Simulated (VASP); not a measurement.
AlN, 4 atoms in the cell. It takes space group P6_3mc (No. 186, hexagonal). Conventional cell: a = 3.130 Å, b = 3.130 Å, c = 4.616 Å, α = 90.00°, β = 90.00°, γ = 120.00°. Al (site symmetry 3m) has 4 N at 1.86 to 1.87 Å within 2.5 Å. Within 2.5 Å of N (site symmetry 3m) lie 4 Al at 1.86 to 1.87 Å. 

| Item | Value |
| --- | --- |
| Program | VASP 6.6.1 |
| Task | single point |
| Functional | PBE |
| Potentials or basis | VASP PAW PBE potentials, release 64 (Al, N) |
| Cutoff | 520 eV |
| k mesh | 9 × 9 × 6 |
| Occupations | gaussian, width 0.05 eV |
| Spin | no spin polarisation |
| Dipole correction | no |
| Further INCAR settings | ALGO = Normal; EDIFF = 1e-07; NBANDS = 16 |

Potentials or basis: VASP PAW PBE potentials, release 64 (Al, N).

Launch:

```sh
$ cat potpaw_PBE.64/Al/POTCAR potpaw_PBE.64/N/POTCAR > POTCAR
$ mpirun -np 1 vasp_std > vasp.out
```

Hardware: 1 thread of Intel(R) Xeon(R) 6975P-C (Granite Rapids), on a shared host.

Task: Estimate the wall time of this run.

Result: It took 9.1 s on 1 thread of Intel(R) Xeon(R) 6975P-C (Granite Rapids) (shared host), peak memory 0.16 GiB. Counts: scf iterations 14, k points 48.
